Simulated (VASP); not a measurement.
# Hf: single point with PBE

Crystal: Hf.

```
Hf
1.0
     0.02220    2.23110    2.23110
     2.23110    0.02220    2.23110
     2.23110    2.23110    0.02220
Hf
1
Direct
  0.00000 0.00000 0.00000
```

This cell differs from its parent crystal: equal xy, yz and zx shear strains of +1 %.

```
Program                : VASP 6.6.1
Task                   : single point
Functional             : PBE
Potentials or basis    : VASP PAW PBE potentials, release 64 (Hf_pv)
Cutoff                 : 520 eV
k mesh                 : 13 × 13 × 13
Occupations            : fermi-dirac, width 0.03 eV
Spin                   : no spin polarisation
Dipole correction      : no
Further INCAR settings : ALGO = Normal; EDIFF = 1e-06; NBANDS = 11
```

* Pressure: 2.8 GPa
* Band gap on the k mesh: zero (band 5 reaches 6.15 eV, above the bottom of band 6 at 4.32 eV)

Stress tensor (GPa, compression positive):
```
 2.84 -0.74 -0.74
-0.74  2.84 -0.74
-0.74 -0.74  2.84
```

Levels at points of the mesh, in eV from the Fermi level:
| k point | band 1 | band 2 | band 3 | band 4 | band 5 | band 6 | band 7 | band 8 | band 9 | band 10 |
| --- | --- | --- | --- | --- | --- | --- | --- | --- | --- | --- |
| (0.00, 0.00, 0.00) | -29.93 | -29.91 | -29.91 | -7.27 | 1.27 | 1.51 | 1.51 | 4.30 | 4.30 | 11.40 |

Run time: 20 s on 1 thread of Intel(R) Xeon(R) Platinum 8375C CPU @ 2.90GHz (Ice Lake), on a shared host, peak memory 0.18 GiB.

Caveat: the cell differs from its parent crystal (equal xy, yz and zx shear strains of +1 %); spin-orbit coupling is left out, which moves the levels of the heavy elements.
